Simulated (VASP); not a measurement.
Here is a VASP 6.6.1 calculation.

INCAR

```
ALGO = Normal
EDIFF = 1E-6
ENCUT = 520
GGA = PE
ISIF = 2
ISMEAR = 0
LASPH = T
LCHARG = F
LREAL = F
LWAVE = F
NBANDS = 16
NELM = 60
PREC = Accurate
SIGMA = 0.1
```

KPOINTS

```
k-points
0
Gamma
  6 6 6
```

Contents of POSCAR:

```
Al4P
1.0
   -2.5018953914      2.5018953914      3.7310667094
    2.5018953914     -2.5018953914      3.7310667094
    2.5018953914      2.5018953914     -3.7310667094
Al P
4 1
Direct
    0.3183657211      0.3183657211      0.0000000000
    0.6816342789      0.6816342789      0.0000000000
    0.5000000000      0.0000000000      0.5000000000
    0.0000000000      0.5000000000      0.5000000000
    0.0000000000      0.0000000000      0.0000000000
```

Potentials or basis: VASP PAW PBE potentials, release 64 (Al, P).

Command:

```bash
$ cat potpaw_PBE.64/Al/POTCAR potpaw_PBE.64/P/POTCAR > POTCAR
$ mpirun -np 1 vasp_std > vasp.out
```

Q: Estimate the band gap on the k mesh.

A: Zero (an odd number of electrons rules out a gap without spin polarisation).

Q: Predict the largest force.

A: 0.015 eV/Å.

Forces on the atoms (eV/Å):
```
Al   0.000  0.000  0.015
Al   0.000  0.000 -0.015
Al   0.000  0.000  0.000
Al   0.000  0.000  0.000
P    0.000  0.000  0.000
```
